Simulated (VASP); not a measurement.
The system is InP.

```xyz
2
Lattice="0.0000 2.7688 2.7688 2.7688 0.0000 2.7688 2.7688 2.7688 0.0000" Properties=species:S:1:pos:R:3 pbc="T T T"
In    0.0000    0.0000    0.0000
P     2.7688    2.7688    2.7688
```

Base run:

```yaml
Program: VASP 6.6.1
Functional: r2SCAN
Potentials_or_basis: VASP PAW PBE potentials, release 64 (In_d, P)
Cutoff: 550 eV
k_mesh: 8 × 8 × 8
Occupations: fermi-dirac, width 0.05 eV
Spin: no spin polarisation
```

Its results: band gap on the k mesh zero (bands 9 and 10 overlap by 2.64 eV); pressure -2.0 GPa.

Q: After a change of settings the same cell gave: band gap on the k mesh zero (bands 9 and 10 overlap by 2.66 eV); pressure -5.1 GPa. Which change was it?
A. functional from r2SCAN to PBE; cutoff from 550 eV to 500 eV; occupations from fermi-dirac, width 0.05 eV to gaussian, width 0.1 eV
B. functional from r2SCAN to r2SCAN0; cutoff from 550 eV to 520 eV; k mesh from 8 × 8 × 8 to 4 × 4 × 4
C. functional from r2SCAN to LDA; potentials or basis from VASP PAW PBE potentials, release 64 (In_d, P) to VASP PAW LDA potentials, release 64 (In_d, P); cutoff from 550 eV to 500 eV
D. functional from r2SCAN to PBEsol; cutoff from 550 eV to 500 eV; occupations from fermi-dirac, width 0.05 eV to gaussian, width 0.02 eV

A: C.

Caveats: spin-orbit coupling is left out, which moves the levels of the heavy elements; the PAW data sets were made with another functional, which shifts forces and pressure a little (at least some runs); the cell stands under tension (at least some runs).
